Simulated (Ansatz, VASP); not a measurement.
# One calculation of NiO, two programs

Contents of INCAR:

```
SYSTEM = NiO
PREC = Accurate
ENCUT = 520
EDIFF = 1E-8
ISMEAR = -1
SIGMA = 0.02
LREAL = .False.
LASPH = .True.
NELM = 150
ALGO = Normal
ISIF = 2
LWAVE = .False.
LCHARG = .False.
ISPIN = 2
MAGMOM = 2 0
LORBIT = 11
LMAXMIX = 4
GGA = PE
LEFG = .True.
NBANDS = 19
```

The input KPOINTS:

```
Automatic mesh
0
Gamma
  12 12 12
  0 0 0
```

The input POSCAR:

```
NiO
1.0
    0.0000000000      2.0950300000      2.0950300000
    2.0950300000      0.0000000000      2.0950300000
    2.0950300000      2.0950300000      0.0000000000
Ni O
1 1
Direct
    0.0000000000      0.0000000000      0.0000000000
    0.5000000000      0.5000000000      0.5000000000
```

Input for Ansatz:

```yaml
crystal:
  lattice:
    - [0.0, 2.09503, 2.09503]
    - [2.09503, 0.0, 2.09503]
    - [2.09503, 2.09503, 0.0]
  atoms:
    - { symbol: Ni, position: [0.0, 0.0, 0.0], spin: 2.0 }
    - { symbol: O, position: [0.5, 0.5, 0.5] }
magnetization:
  spin_polarized: true
kpoints:
  mp_grid: { grid: [12, 12, 12] }
scf:
  occupations: { method: fermi_dirac, width: 0.02 }
hamiltonian:
  xc: pbe
  pseudopotentials: { kind: paw }
output:
  forces: true
  stress: true
  populations: true
  efg:
    quadrupole_moments_barn: { Ni: 0.162, O: -0.02558 }
    contact_densities: true
  write_density: true
  write_potential: true
  elf: true
  volumetric_format: npy
```

Alike in both runs: task electric field gradients; functional PBE; k mesh 12 × 12 × 12; occupations fermi-dirac, width 0.02 eV; collinear spin.

|  | VASP | Ansatz |
| --- | --- | --- |
| version | VASP 6.6.1 | Ansatz 0.2.0 |
| potentials or method | VASP PAW PBE potentials, release 64 (Ni, O) | plane-wave PAW, scalar-relativistic |
| plane-wave cutoff (eV) | 520 | 420 |
| valence electrons in the cell | 16 | 24 |

Ansatz gave:

```
pressure (GPa)                                                : 3.4
net moment per atom (μB)                                      : 0.89
size of the moment on the site where the two differ most (μB) : 0.28
```

Problem. Which values does VASP return?

Solution. Pressure (GPa): 2.6; net moment per atom (μB): 0.85; size of the moment on the site where the two differ most (μB): 0.26.

Site moments also hang on the region over which each program counts them. VASP's potentials hold 16 valence electrons a cell and Ansatz's 24, so a difference there can come from the potentials and not from the codes.
